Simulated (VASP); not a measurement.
# Mg5CdS6 (P-3m1) in VASP: single point with PBE

Aim: the single point of Mg5CdS6 with PBE.

Program: VASP 6.6.1. These are calculated values, not measurements. Logs are shortened: lines on timing, memory, paths and dates and some standing lists are left out, and cuts for length are marked.

## Step 1: The cell of the first run

It takes space group P-3m1 (No. 164, trigonal). The conventional cell has a = 3.730 Å, b = 3.730 Å, c = 18.310 Å, α = 90.00°, β = 90.00°, γ = 120.00°. Within 3.5 Å of Mg (site symmetry 3m) lie 6 S at 2.63 Å. Mg (site symmetry -3m) has 6 S at 2.63 Å within 3.5 Å. Within 3.5 Å of Mg (site symmetry 3m) lie 6 S at 2.62 to 2.63 Å. Cd (site symmetry -3m) has 6 S at 2.72 Å and 6 Cd at 3.73 Å and 6 Mg at 3.81 Å within 3.9 Å. Within 3.5 Å of S (site symmetry 3m) lie 6 Mg at 2.63 Å. S (site symmetry 3m) has 6 Mg at 2.63 Å within 3.5 Å. S (site symmetry 3m) has 3 Mg at 2.62 Å and 3 Cd at 2.72 Å within 3.5 Å.

## Step 2: Single point, PBE

The input, INCAR:

```
  PREC = Accurate
  ENCUT = 520
  EDIFF = 1E-7
  ISMEAR = 0
  SIGMA = 0.02
  LREAL = F
  LASPH = T
  NELM = 100
  ALGO = Normal
  ISIF = 2
  LWAVE = F
  LCHARG = T
  GGA = PE
  LELF = T
  LVHAR = T
  NBANDS = 41
```

The input, KPOINTS:

```
regular mesh
0
Gamma
  12 12 2
```

The input, POSCAR:

```
Mg5CdS6
1.0
    3.7300173111      0.0000000000      0.0000000000
   -1.8650086556      3.2302897480      0.0000000000
    0.0000000000      0.0000000000     18.3097259669
Mg Cd S
5 1 6
Direct
    0.3333333333      0.6666666667      0.8358856302
    0.0000000000      0.0000000000      0.0000000000
    0.6666666667      0.3333333333      0.1641143698
    0.3333333333      0.6666666667      0.3283509849
    0.6666666667      0.3333333333      0.6716490151
    0.0000000000      0.0000000000      0.5000000000
    0.6666666667      0.3333333333      0.9179582007
    0.3333333333      0.6666666667      0.0820417993
    0.0000000000      0.0000000000      0.2461612002
    0.6666666667      0.3333333333      0.4095364321
    0.3333333333      0.6666666667      0.5904635679
    0.0000000000      0.0000000000      0.7538387998
```

Potentials or basis: VASP PAW PBE potentials, release 64 (Mg, Cd, S).

Started as:

```
$ cat potpaw_PBE.64/Mg/POTCAR potpaw_PBE.64/Cd/POTCAR potpaw_PBE.64/S/POTCAR > POTCAR
$ mpirun -np 1 vasp_std > vasp.out
```

OUTCAR:

```text
PREC = Accurate
   ENCUT = 520
   EDIFF = 1E-7
   ISMEAR = 0
   LREAL = F
   LASPH = T
   NELM = 100
   ISIF = 2
   GGA = PE

 ion  position               nearest neighbor table
   1  0.333  0.667  0.836-  12 2.63  12 2.63  12 2.63   7 2.63   7 2.63   7 2.63
   2  0.000  0.000  0.000-   7 2.63   8 2.63   7 2.63   8 2.63   7 2.63   8 2.63
   3  0.667  0.333  0.164-   9 2.63   9 2.63   9 2.63   8 2.63   8 2.63   8 2.63
   4  0.333  0.667  0.328-  10 2.62  10 2.62  10 2.62   9 2.63   9 2.63   9 2.63
   5  0.667  0.333  0.672-  11 2.62  11 2.62  11 2.62  12 2.63  12 2.63  12 2.63
   6  0.000  0.000  0.500-  10 2.72  11 2.72  10 2.72  11 2.72  10 2.72  11 2.72
   7  0.667  0.333  0.918-   2 2.63   2 2.63   2 2.63   1 2.63   1 2.63   1 2.63
   8  0.333  0.667  0.082-   2 2.63   2 2.63   2 2.63   3 2.63   3 2.63   3 2.63
   9  0.000  0.000  0.246-   3 2.63   3 2.63   3 2.63   4 2.63   4 2.63   4 2.63
  10  0.667  0.333  0.410-   4 2.62   4 2.62   4 2.62   6 2.72   6 2.72   6 2.72
  11  0.333  0.667  0.590-   5 2.62   5 2.62   5 2.62   6 2.72   6 2.72   6 2.72
  12  0.000  0.000  0.754-   1 2.63   1 2.63   1 2.63   5 2.63   5 2.63   5 2.63

  LATTYP: Found a hexagonal cell.
 ALAT       =     3.7300173111
 C/A-ratio  =     4.9087509359

  Lattice vectors:

 A1 = (   3.7300173111,   0.0000000000,   0.0000000000)
 A2 = (  -1.8650086556,   3.2302897480,   0.0000000000)
 A3 = (   0.0000000000,   0.0000000000,  18.3097259669)

Analysis of symmetry for initial positions (statically):
=====================================================================
 Subroutine PRICEL returns:
 Original cell was already a primitive cell.

 Routine SETGRP: Setting up the symmetry group for a
 hexagonal supercell.

 Subroutine GETGRP returns: Found 12 space group operations
 (whereof 12 operations were pure point group operations)
 out of a pool of 24 trial point group operations.

The static configuration has the point symmetry D_3d.

Analysis of symmetry for dynamics (positions and initial velocities):
=====================================================================
 Subroutine PRICEL returns:
 Original cell was already a primitive cell.

 Routine SETGRP: Setting up the symmetry group for a
 hexagonal supercell.

 Subroutine GETGRP returns: Found 12 space group operations
 (whereof 12 operations were pure point group operations)
 out of a pool of 24 trial point group operations.

The dynamic configuration has the point symmetry D_3d.

 Subroutine INISYM returns: Found 12 space group operations
 (whereof 12 operations are pure point group operations),
 and found     1 'primitive' translations

----------------------------------------------------------------------------------------

                                     Primitive cell

  volume of cell :     220.6146

  direct lattice vectors                    reciprocal lattice vectors
     3.730017311  0.000000000  0.000000000     0.268095271  0.154784877  0.000000000
    -1.865008656  3.230289748  0.000000000     0.000000000  0.309569753  0.000000000
     0.000000000  0.000000000 18.309725967     0.000000000  0.000000000  0.054615782

  length of vectors
     3.730017311  3.730017311 18.309725967     0.309569753  0.309569753  0.054615782

  position of ions in fractional coordinates (direct lattice)
     0.333333333  0.666666667  0.835885630
     0.000000000  0.000000000  0.000000000
     0.666666667  0.333333333  0.164114370
     0.333333333  0.666666667  0.328350985
     0.666666667  0.333333333  0.671649015
     0.000000000  0.000000000  0.500000000
     0.666666667  0.333333333  0.917958201
     0.333333333  0.666666667  0.082041799
     0.000000000  0.000000000  0.246161200
     0.666666667  0.333333333  0.409536432
     0.333333333  0.666666667  0.590463568
     0.000000000  0.000000000  0.753838800

  ion indices of the primitive-cell ions
   primitive index   ion index
                 1           1
                 2           2
                 3           3
                 4           4
                 5           5
                 6           6
                 7           7
                 8           8
                 9           9
                10          10
                11          11
                12          12

----------------------------------------------------------------------------------------

 KPOINTS: regular mesh

Automatic generation of k-mesh.
 Grid dimensions read from file:
 generate k-points for:   12   12    2

 Generating k-lattice:

  Cartesian coordinates                     Fractional coordinates (reciprocal lattice)
     0.022341273  0.012898740  0.000000000     0.083333333  0.000000000  0.000000000
     0.000000000  0.025797479  0.000000000     0.000000000  0.083333333  0.000000000
     0.000000000  0.000000000  0.027307891     0.000000000  0.000000000  0.500000000

  Length of vectors
     0.025797479  0.025797479  0.027307891

  Shift w.r.t. Gamma in fractional coordinates (k-lattice)
     0.000000000  0.000000000  0.000000000

 Subroutine IBZKPT returns following result:
 ===========================================

 Found     38 irreducible k-points:

 Following reciprocal coordinates:
            Coordinates               Weight
  0.000000  0.000000  0.000000      1.000000
  0.083333  0.000000  0.000000      6.000000
  0.166667  0.000000  0.000000      6.000000
  0.250000  0.000000  0.000000      6.000000
  0.333333  0.000000  0.000000      6.000000
  0.416667  0.000000  0.000000      6.000000
[... 16 lines left out ...]
  0.250000  0.000000  0.500000      6.000000
  0.333333  0.000000  0.500000      6.000000
 [... further k-points ...]
   k-points           NKPTS =     38   k-points in BZ     NKDIM =     38   number of bands    NBANDS=     41
   number of dos      NEDOS =    301   number of ions     NIONS =     12
   total plane-waves  NPLWV = 109760
   dimension x,y,z NGX =    28 NGY =   28 NGZ =  140
   dimension x,y,z NGXF=    56 NGYF=   56 NGZF=  280
   ions per type =               5   1   6
   NGX,Y,Z   is equivalent  to a cutoff of  12.48, 12.48, 12.71 a.u.
   NGXF,Y,Z  is equivalent  to a cutoff of  24.96, 24.96, 25.42 a.u.
 SYSTEM =  unknown system
   PREC   = accura    normal or accurate (medium, high low for compatibility)
   ISTART =      0    job   : 0-new  1-cont  2-samecut
   ICHARG =      2    charge: 1-file 2-atom 10-const
   ISPIN  =      1    spin polarized calculation?
   LNONCOLLINEAR =      F non collinear calculations
   LSORBIT =      F    spin-orbit coupling
   LASPH  =      T    aspherical Exc in radial PAW
   ENCUT  =  520.0 eV  38.22 Ry    6.18 a.u.   6.94  6.94 34.04*2*pi/ulx,y,z
   NELM   =    100;   NELMIN=  2; NELMDL= -5     # of ELM steps
   EDIFF  = 0.1E-06   stopping-criterion for ELM
   LREAL  =      F    real-space projection
   EDIFFG = 0.1E-05   stopping-criterion for IOM
   NSW    =      0    number of steps for IOM
   IBRION =     -1    ionic relax: 0-MD 1-quasi-New 2-CG
   NFREE  =      0    steps in history (QN), initial steepest desc. (CG)
   ISIF   =      2    stress and relaxation
   ISYM   =      2    0-nonsym 1-usesym 2-fastsym
   POTIM  = 0.5000    time-step for ionic-motion
   TEBEG  =    0.0;   TEEND  =   0.0 temperature during run
   PSTRESS=    0.0 pullay stress
   NELECT =      58.0000    total number of electrons
   NUPDOWN=      -1.0000    fix difference up-down
   EMIN   =  10.00;   EMAX   =-10.00  energy-range for DOS
   EFERMI =   0.00;   METHOD = LEGACY
   ISMEAR =     0;   SIGMA  =   0.02  broadening in eV -4-tet -1-fermi 0-gaus
   EFERMI_NEDOS =   21; number of points for ismear=-14 and -15
   IALGO  =     38    algorithm
   IMIX   =      4    mixing-type and parameters
     AMIX     =   0.40;   BMIX     =  1.00
     AMIX_MAG =   1.60;   BMIX_MAG =  1.00
  volume/ion in A,a.u.               =      18.38       124.07
  Fermi-wavevector in a.u.,A,eV,Ry     =   1.048752  1.981854 14.964784  1.099881
  Thomas-Fermi vector in A             =   2.183686
   LORBIT       =      0    0 simple, 1 ext, 2 COOP (PROOUT), +10 PAW based schemes
   GGA     = PE    functional components
   LHFCALC =     F    Hartree Fock is set to
   AEXX    =    0.0000 exact exchange contribution
   IVDW    =     0    specifies the selected vdW correction
   LEPSILON=     F    determine dielectric tensor
   LRPA    =     F    only Hartree local field effects (RPA)
 non-spin polarized calculation
 Gauss-broadening in eV      SIGMA  =   0.02
  energy-cutoff  :      520.00
  volume of cell :      220.61
 maximum number of plane-waves:      5970
 NGX is ok and might be reduce to    28
   NGX = 13   NGY = 13   NGZ = 69

 number of electron      58.0000000 magnetization

 Free energy of the ion-electron system (eV)
  ---------------------------------------------------
  ext. energy  EPLUGINS =         0.00000000
  ---------------------------------------------------
  free energy    TOTEN  =       -48.27505060 eV

  energy without entropy =      -48.27505060  energy(sigma->0) =      -48.27505060

 E-fermi :   3.6532     XC(G=0):  -9.7538

 val. band max:        3.5218878329   @ k =   0.0000   0.0000   0.5000
 cond. band min:       5.4304587831   @ k =   0.5000   0.0000   0.0000
 fundamental gap:      1.9085709502
 Fermi energy:         3.6532068508

 k-point     1 :       0.0000    0.0000    0.0000
  band No.  band energies     occupation
      1      -9.1642      2.00000
      2      -8.9145      2.00000
      3      -8.9107      2.00000
      4      -8.3394      2.00000
      5      -8.2786      2.00000
      6      -7.9189      2.00000
[... 1045 lines left out ...]
     40      10.5650      0.00000
     41      10.6428      0.00000

 [... further k-points ...]

------------------------ aborting loop because EDIFF is reached ----------------------------------------

  FORCE on cell =-STRESS in cart. coord.  units (eV):
  Direction    XX          YY          ZZ          XY          YZ          ZX
  --------------------------------------------------------------------------------------
  -------------------------------------------------------------------------------------
  Total       -0.2143226     -0.2143226     -0.2560417      0.0000000      0.0000000     -0.0000000
  in kB       -1.5564832     -1.5564832     -1.8594612      0.0000000      0.0000000     -0.0000000
  external PRESSURE =      -1.6574759 kB  Pullay stress =       0.0000000 kB

 VOLUME and BASIS-vectors are now :
 -----------------------------------------------------------------------------
  energy-cutoff  :      520.00
  volume of cell :      220.61
      direct lattice vectors                 reciprocal lattice vectors
     3.730017311  0.000000000  0.000000000     0.268095271  0.154784877  0.000000000
    -1.865008656  3.230289748  0.000000000     0.000000000  0.309569753  0.000000000
     0.000000000  0.000000000 18.309725967     0.000000000  0.000000000  0.054615782

 POSITION                                       TOTAL-FORCE (eV/Angst)
 -----------------------------------------------------------------------------------
     -0.00000      2.15353     15.30484         0.000000     -0.000000     -0.003734
      0.00000      0.00000      0.00000        -0.000000      0.000000      0.000000
      1.86501      1.07676      3.00489        -0.000000      0.000000      0.003734
     -0.00000      2.15353      6.01202         0.000000      0.000000      0.001916
      1.86501      1.07676     12.29771         0.000000     -0.000000     -0.001916
      0.00000      0.00000      9.15486        -0.000000      0.000000      0.000000
      1.86501      1.07676     16.80756        -0.000000      0.000000     -0.001763
     -0.00000      2.15353      1.50216         0.000000     -0.000000      0.001763
      0.00000      0.00000      4.50714        -0.000000     -0.000000      0.001642
      1.86501      1.07676      7.49850        -0.000000      0.000000     -0.048312
     -0.00000      2.15353     10.81123         0.000000      0.000000      0.048312
      0.00000      0.00000     13.80258        -0.000000      0.000000     -0.001642
 -----------------------------------------------------------------------------------
    total drift:                               -0.000000      0.000000     -0.000000

  FREE ENERGIE OF THE ION-ELECTRON SYSTEM (eV)
  ---------------------------------------------------
  free  energy   TOTEN  =       -48.2750505965 eV

  energy  without entropy=      -48.2750505965  energy(sigma->0) =      -48.27505060
```

Run time: 10 min. Hardware: 1 thread of Intel Xeon 8259CL, shared host; peak memory 0.51 GiB.

What came out:

```yaml
Free_energy: -48.2751 eV
Pressure: -0.2 GPa
Largest_force: 0.048 eV/Å
Band_gap_on_the_k_mesh: 1.91 eV (least direct gap 2.34 eV)
```

Forces on the atoms (eV/Å):
```
Mg   0.000  0.000 -0.004
Mg   0.000  0.000  0.000
Mg   0.000  0.000  0.004
Mg   0.000  0.000  0.002
Mg   0.000  0.000 -0.002
Cd   0.000  0.000  0.000
S    0.000  0.000 -0.002
S    0.000  0.000  0.002
S    0.000  0.000  0.002
S    0.000  0.000 -0.048
S    0.000  0.000  0.048
S    0.000  0.000 -0.002
```

A k mesh can miss the band edges.
